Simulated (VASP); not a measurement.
# CuGe3Sb2I (P4/mmm) in VASP: notebook

Runs on CuGe3Sb2I. Level: PBE. Tasks: single point.

Everything below comes from runs of VASP 6.6.1. Logs are shortened: lines on timing, memory, paths and dates and some standing lists are left out, and cuts for length are marked.

## 1. The cell of the first run

The structure is tetragonal, space group P4/mmm (No. 123). Conventional cell: a = 4.144 Å, b = 4.144 Å, c = 10.047 Å, α = 90.00°, β = 90.00°, γ = 90.00°. Cu (site symmetry 4/mmm) has 2 Ge at 2.55 Å and 4 I at 2.93 Å within 3.4 Å. Ge (site symmetry 4mm) has 1 Ge at 2.47 Å and 1 Cu at 2.55 Å and 4 Sb at 3.06 Å within 3.3 Å. Ge (site symmetry 4/mmm) has 2 Ge at 2.47 Å and 8 Sb at 3.33 Å within 3.4 Å. Within 4.2 Å of Sb (site symmetry 4mm) lie 8 Ge at 3.06 to 3.33 Å and 5 Sb at 3.16 to 4.14 Å and 1 I at 3.44 Å. Within 3.9 Å of I (site symmetry 4/mmm) lie 4 Cu at 2.93 Å and 2 Sb at 3.44 Å and 8 Ge at 3.89 Å.

The cell was built from a structure type or drawn by symmetry, and may not be a known phase.

## 2. Single point, PBE, collinear spin

File INCAR:

```
SYSTEM = CuGe3Sb2I
PREC = Accurate ; ENCUT = 520
EDIFF = 1E-6 ; ISMEAR = 0
SIGMA = 0.15 ; LREAL = .False.
LASPH = .True. ; NELM = 150
ALGO = Normal ; ISIF = 2
LWAVE = .False. ; LCHARG = .False.
ISPIN = 2 ; MAGMOM = 1 0 0 0 0 0 0
LORBIT = 11 ; LMAXMIX = 4
GGA = PE ; NBANDS = 48
```

File KPOINTS:

```
Automatic mesh
0
Gamma
  3 3 2
  0 0 0
```

File POSCAR:

```
CuGe3Sb2I
1.0
    4.1437449941      0.0000000000      0.0000000000
    0.0000000000      4.1437449941      0.0000000000
    0.0000000000      0.0000000000     10.0466893717
Cu Ge Sb I
1 3 2 1
Direct
    0.0000000000      0.0000000000      0.5000000000
    0.0000000000      0.0000000000      0.7542023669
    0.0000000000      0.0000000000      0.2457976331
    0.0000000000      0.0000000000      0.0000000000
    0.5000000000      0.5000000000      0.8427620863
    0.5000000000      0.5000000000      0.1572379137
    0.5000000000      0.5000000000      0.5000000000
```

Potentials or basis: VASP PAW PBE potentials, release 64 (Cu, Ge_d, Sb, I).

Run with:

```bash
> cat potpaw_PBE.64/Cu/POTCAR potpaw_PBE.64/Ge_d/POTCAR potpaw_PBE.64/Sb/POTCAR potpaw_PBE.64/I/POTCAR > POTCAR
> mpirun -np 1 vasp_std > vasp.out
```

OUTCAR:

```text
SYSTEM = CuGe3Sb2I
   PREC = Accurate
   ENCUT = 520
   EDIFF = 1E-6
   ISMEAR = 0
   LREAL = .False.
   LASPH = .True.
   NELM = 150
   ISIF = 2
   ISPIN = 2
   LORBIT = 11
   GGA = PE

 ion  position               nearest neighbor table
   1  0.000  0.000  0.500-   2 2.55   3 2.55   7 2.93   7 2.93   7 2.93   7 2.93
   2  0.000  0.000  0.754-   4 2.47   1 2.55   5 3.06   5 3.06   5 3.06   5 3.06
   3  0.000  0.000  0.246-   4 2.47   1 2.55   6 3.06   6 3.06   6 3.06   6 3.06
   4  0.000  0.000  0.000-   2 2.47   3 2.47   5 3.33   6 3.33   5 3.33   6 3.33   5 3.33   6 3.33
                             5 3.33   6 3.33
   5  0.500  0.500  0.843-   2 3.06   2 3.06   2 3.06   2 3.06   6 3.16   4 3.33   4 3.33   4 3.33
                             4 3.33   7 3.44
   6  0.500  0.500  0.157-   3 3.06   3 3.06   3 3.06   3 3.06   5 3.16   4 3.33   4 3.33   4 3.33
                             4 3.33   7 3.44
   7  0.500  0.500  0.500-   1 2.93   1 2.93   1 2.93   1 2.93   6 3.44   5 3.44

  LATTYP: Found a simple tetragonal cell.
 ALAT       =     4.1437449941
 C/A-ratio  =     2.4245433505

  Lattice vectors:

 A1 = (   4.1437449941,   0.0000000000,   0.0000000000)
 A2 = (   0.0000000000,   4.1437449941,   0.0000000000)
 A3 = (   0.0000000000,   0.0000000000,  10.0466893717)

Analysis of symmetry for initial positions (statically):
=====================================================================
 Subroutine PRICEL returns:
 Original cell was already a primitive cell.

 Routine SETGRP: Setting up the symmetry group for a
 simple tetragonal supercell.

 Subroutine GETGRP returns: Found 16 space group operations
 (whereof 16 operations were pure point group operations)
 out of a pool of 16 trial point group operations.

The static configuration has the point symmetry D_4h.

Analysis of symmetry for dynamics (positions and initial velocities):
=====================================================================
 Subroutine PRICEL returns:
 Original cell was already a primitive cell.

 Routine SETGRP: Setting up the symmetry group for a
 simple tetragonal supercell.

 Subroutine GETGRP returns: Found 16 space group operations
 (whereof 16 operations were pure point group operations)
 out of a pool of 16 trial point group operations.

The dynamic configuration has the point symmetry D_4h.

Analysis of structural, dynamic, and magnetic symmetry:
=====================================================================
 Subroutine PRICEL returns:
 Original cell was already a primitive cell.

 Routine SETGRP: Setting up the symmetry group for a
 simple tetragonal supercell.

 Subroutine GETGRP returns: Found 16 space group operations
 (whereof 16 operations were pure point group operations)
 out of a pool of 16 trial point group operations.

The overall configuration has the point symmetry D_4h.

 Subroutine INISYM returns: Found 16 space group operations
 (whereof 16 operations are pure point group operations),
 and found     1 'primitive' translations

----------------------------------------------------------------------------------------

                                     Primitive cell

  volume of cell :     172.5079

  direct lattice vectors                    reciprocal lattice vectors
     4.143744994  0.000000000  0.000000000     0.241327592  0.000000000  0.000000000
     0.000000000  4.143744994  0.000000000     0.000000000  0.241327592  0.000000000
     0.000000000  0.000000000 10.046689372     0.000000000  0.000000000  0.099535276

  length of vectors
     4.143744994  4.143744994 10.046689372     0.241327592  0.241327592  0.099535276

  position of ions in fractional coordinates (direct lattice)
     0.000000000  0.000000000  0.500000000
     0.000000000  0.000000000  0.754202367
     0.000000000  0.000000000  0.245797633
     0.000000000  0.000000000  0.000000000
     0.500000000  0.500000000  0.842762086
     0.500000000  0.500000000  0.157237914
     0.500000000  0.500000000  0.500000000

  ion indices of the primitive-cell ions
   primitive index   ion index
                 1           1
                 2           2
[... 40 lines left out ...]
   k-points           NKPTS =      6   k-points in BZ     NKDIM =      6   number of bands    NBANDS=     48
   number of dos      NEDOS =    301   number of ions     NIONS =      7
   total plane-waves  NPLWV =  81920
   dimension x,y,z NGX =    32 NGY =   32 NGZ =   80
   dimension x,y,z NGXF=    64 NGYF=   64 NGZF=  160
   ions per type =               1   3   2   1
   NGX,Y,Z   is equivalent  to a cutoff of  12.84, 12.84, 13.24 a.u.
   NGXF,Y,Z  is equivalent  to a cutoff of  25.68, 25.68, 26.48 a.u.
 SYSTEM =  CuGe3Sb2I
   PREC   = accura    normal or accurate (medium, high low for compatibility)
   ISTART =      0    job   : 0-new  1-cont  2-samecut
   ICHARG =      2    charge: 1-file 2-atom 10-const
   ISPIN  =      2    spin polarized calculation?
   LNONCOLLINEAR =      F non collinear calculations
   LSORBIT =      F    spin-orbit coupling
   LASPH  =      T    aspherical Exc in radial PAW
   ENCUT  =  520.0 eV  38.22 Ry    6.18 a.u.   7.70  7.70 18.68*2*pi/ulx,y,z
   NELM   =    150;   NELMIN=  2; NELMDL= -5     # of ELM steps
   EDIFF  = 0.1E-05   stopping-criterion for ELM
   LREAL  =      F    real-space projection
   EDIFFG = 0.1E-04   stopping-criterion for IOM
   NSW    =      0    number of steps for IOM
   IBRION =     -1    ionic relax: 0-MD 1-quasi-New 2-CG
   NFREE  =      0    steps in history (QN), initial steepest desc. (CG)
   ISIF   =      2    stress and relaxation
   ISYM   =      2    0-nonsym 1-usesym 2-fastsym
   POTIM  = 0.5000    time-step for ionic-motion
   TEBEG  =    0.0;   TEEND  =   0.0 temperature during run
   PSTRESS=    0.0 pullay stress
   NELECT =      70.0000    total number of electrons
   NUPDOWN=      -1.0000    fix difference up-down
   EMIN   =  10.00;   EMAX   =-10.00  energy-range for DOS
   EFERMI =   0.00;   METHOD = LEGACY
   ISMEAR =     0;   SIGMA  =   0.15  broadening in eV -4-tet -1-fermi 0-gaus
   EFERMI_NEDOS =   21; number of points for ismear=-14 and -15
   IALGO  =     38    algorithm
   IMIX   =      4    mixing-type and parameters
     AMIX     =   0.40;   BMIX     =  1.00
     AMIX_MAG =   1.60;   BMIX_MAG =  1.00
  volume/ion in A,a.u.               =      24.64       166.31
  Fermi-wavevector in a.u.,A,eV,Ry     =   1.212005  2.290358 19.986370  1.468957
  Thomas-Fermi vector in A             =   2.347503
   LORBIT       =     11    0 simple, 1 ext, 2 COOP (PROOUT), +10 PAW based schemes
   GGA     = PE    functional components
   LHFCALC =     F    Hartree Fock is set to
   AEXX    =    0.0000 exact exchange contribution
   IVDW    =     0    specifies the selected vdW correction
   LEPSILON=     F    determine dielectric tensor
   LRPA    =     F    only Hartree local field effects (RPA)
 spin polarized calculation
 Gauss-broadening in eV      SIGMA  =   0.15
  energy-cutoff  :      520.00
  volume of cell :      172.51
 maximum number of plane-waves:      4677
 NGX is ok and might be reduce to    32
   NGX = 15   NGY = 15   NGZ = 37

 number of electron      70.0000028 magnetization       0.0106090

 Free energy of the ion-electron system (eV)
  ---------------------------------------------------
  ext. energy  EPLUGINS =         0.00000000
  ---------------------------------------------------
  free energy    TOTEN  =       -25.29129796 eV

  energy without entropy =      -25.23385129  energy(sigma->0) =      -25.26257462

 E-fermi :   6.2510     XC(G=0): -10.0461

 val. band max:        6.2427664396   @ k =   0.3333   0.3333   0.0000
 cond. band min:       6.2916730414   @ k =   0.3333   0.0000   0.5000
 fundamental gap:      0.0489066017
 Fermi energy:         6.2510245219

 spin component 1

 k-point     1 :       0.0000    0.0000    0.0000
  band No.  band energies     occupation
      1     -18.9191      1.00000
      2     -18.9180      1.00000
      3     -18.8945      1.00000
      4     -18.8426      1.00000
      5     -18.8426      1.00000
      6     -18.4595      1.00000
[... 289 lines left out ...]
     46      13.2473      0.00000
     47      13.5210      0.00000
 Fermi energy:         6.2510245219

 spin component 2

 k-point     1 :       0.0000    0.0000    0.0000
  band No.  band energies     occupation
      1     -18.9190      1.00000
      2     -18.9178      1.00000
      3     -18.8944      1.00000
      4     -18.8425      1.00000
      5     -18.8425      1.00000
      6     -18.4593      1.00000
[... 289 lines left out ...]
     46      13.2492      0.00000
     47      13.5231      0.00000
 [bands above 47 left out]

------------------------ aborting loop because EDIFF is reached ----------------------------------------

  FORCE on cell =-STRESS in cart. coord.  units (eV):
  Direction    XX          YY          ZZ          XY          YZ          ZX
  --------------------------------------------------------------------------------------
  -------------------------------------------------------------------------------------
  Total       -0.0183919     -0.0183919      0.7913777      0.0000000      0.0000000      0.0000000
  in kB       -0.1708161     -0.1708161      7.3499670      0.0000000      0.0000000      0.0000000
  external PRESSURE =       2.3361116 kB  Pullay stress =       0.0000000 kB

 VOLUME and BASIS-vectors are now :
 -----------------------------------------------------------------------------
  energy-cutoff  :      520.00
  volume of cell :      172.51
      direct lattice vectors                 reciprocal lattice vectors
     4.143744994  0.000000000  0.000000000     0.241327592  0.000000000  0.000000000
     0.000000000  4.143744994  0.000000000     0.000000000  0.241327592  0.000000000
     0.000000000  0.000000000 10.046689372     0.000000000  0.000000000  0.099535276

 POSITION                                       TOTAL-FORCE (eV/Angst)
 -----------------------------------------------------------------------------------
      0.00000      0.00000      5.02334        -0.000000      0.000000      0.000000
      0.00000      0.00000      7.57724         0.000000      0.000000     -0.030363
      0.00000      0.00000      2.46945        -0.000000      0.000000      0.030363
      0.00000      0.00000      0.00000        -0.000000      0.000000      0.000000
      2.07187      2.07187      8.46697         0.000000     -0.000000      0.002668
      2.07187      2.07187      1.57972        -0.000000     -0.000000     -0.002668
      2.07187      2.07187      5.02334        -0.000000      0.000000      0.000000
 -----------------------------------------------------------------------------------
    total drift:                               -0.000000      0.000000     -0.000000

  FREE ENERGIE OF THE ION-ELECTRON SYSTEM (eV)
  ---------------------------------------------------
  free  energy   TOTEN  =       -25.2912979575 eV

  energy  without entropy=      -25.2338512879  energy(sigma->0) =      -25.26257462

 total charge

# of ion       s       p       d       tot
------------------------------------------
    1        0.352   0.208   9.269   9.829
    2        1.246   0.956  10.012  12.215
    3        1.246   0.956  10.012  12.215
    4        1.250   0.942  10.021  12.213
    5        1.240   1.073   0.033   2.346
    6        1.240   1.073   0.033   2.346
    7        1.520   2.711   0.037   4.267
--------------------------------------------------
tot          8.095   7.918  39.417  55.431

 magnetization (x)

# of ion       s       p       d       tot
------------------------------------------
    1        0.000   0.000   0.000   0.001
    2        0.000   0.000   0.000   0.000
    3        0.000   0.000   0.000   0.000
    4        0.000   0.000   0.000   0.000
    5        0.000   0.000   0.000   0.000
    6        0.000   0.000   0.000   0.000
    7       -0.000  -0.000   0.000  -0.000
--------------------------------------------------
tot          0.000   0.001   0.000   0.002
```

Run time: 62 s. Hardware: 1 thread of Intel Xeon 6975P-C (Granite Rapids), shared host; peak memory 0.38 GiB.

Results:

```
Free energy                                           : -25.2913 eV
Pressure                                              : 0.2 GPa
Largest force                                         : 0.030 eV/Å
Band gap on the k mesh                                : zero (filled and empty bands overlap)
Net moment                                            : 0.01 μB per cell
Valence electrons inside the program's atomic spheres : Cu 9.83; Ge 12.21; Sb 2.35; I 4.27
```

Forces in eV/Å, atoms in the order of the input:
```
Cu   0.000  0.000  0.000
Ge   0.000  0.000 -0.030
Ge   0.000  0.000  0.030
Ge   0.000  0.000  0.000
Sb   0.000  0.000  0.003
Sb   0.000  0.000 -0.003
I    0.000  0.000  0.000
```

Caveat: the k points lie up to 0.51 Å⁻¹ apart; spin-orbit coupling is left out, which moves the levels of the heavy elements.

## 3. Single point, PBE

This run uses another cell than the first one, of 26.26 Å³/atom.

File INCAR:

```
SYSTEM = CuGe3Sb2I
ALGO = Normal ; EDIFF = 1E-6
ENCUT = 520 ; GGA = PE
ISIF = 2 ; ISMEAR = 0
LASPH = .True. ; LCHARG = .True.
LELF = .True. ; LREAL = .False.
LVHAR = .True. ; LWAVE = .False.
NBANDS = 44 ; NELM = 100
PREC = Accurate ; SIGMA = 0.1
```

File KPOINTS:

```
k-points
0
Gamma
  8 8 4
  0 0 0
```

File POSCAR:

```
CuGe3Sb2I
1.0
    3.8382967175      0.0000000000      0.0000000000
    0.0000000000      3.8382967175      0.0000000000
    0.0000000000      0.0000000000     12.4777165508
Cu Ge Sb I
1 3 2 1
Direct
    0.0000000000      0.0000000000      0.5000000000
    0.0000000000      0.0000000000      0.3097430847
    0.0000000000      0.0000000000      0.6902569153
    0.5000000000      0.5000000000      0.5000000000
    0.5000000000      0.5000000000      0.7595955025
    0.5000000000      0.5000000000      0.2404044975
    0.5000000000      0.5000000000      0.0000000000
```

Potentials or basis: VASP PAW PBE potentials, release 64 (Cu, Ge_d, Sb, I).

Run with:

```bash
> cat potpaw_PBE.64/Cu/POTCAR potpaw_PBE.64/Ge_d/POTCAR potpaw_PBE.64/Sb/POTCAR potpaw_PBE.64/I/POTCAR > POTCAR
> mpirun -np 1 vasp_std > vasp.out
```

Run time: 3.4 min. Hardware: 1 thread of Intel Xeon 6975P-C (Granite Rapids), shared host; peak memory 0.52 GiB.

The run converged. Its results:

```
Free energy            : -25.7367 eV
Pressure               : 0.1 GPa
Largest force          : 0.013 eV/Å
Band gap on the k mesh : zero (bands 35 and 36 overlap by 2.83 eV)
```

Forces on the atoms (eV/Å):
```
Cu   0.000  0.000  0.000
Ge   0.000  0.000 -0.013
Ge   0.000  0.000  0.013
Ge   0.000  0.000  0.000
Sb   0.000  0.000  0.005
Sb   0.000  0.000 -0.005
I    0.000  0.000  0.000
```

Levels at points of the mesh, in eV from the Fermi level:
```
           k point  band 33  band 34  band 35  band 36  band 37  band 38
(0.00, 0.00, 0.00)    -0.75    -0.67    -0.67     0.75     1.06     1.06
(0.50, 0.00, 0.00)    -0.29     0.89     1.07     1.07     1.13     1.53
(0.50, 0.50, 0.00)    -2.40    -1.95    -1.95    -1.62    -0.20     0.26
(0.00, 0.00, 0.50)    -0.54    -0.54     0.45     0.75     0.99     0.99
(0.50, 0.00, 0.50)     0.67     0.80     1.13     1.18     1.22     1.53
(0.50, 0.50, 0.50)    -2.26    -2.13    -2.13    -1.62    -1.43    -0.22
```

Caveat: spin-orbit coupling is left out, which moves the levels of the heavy elements.
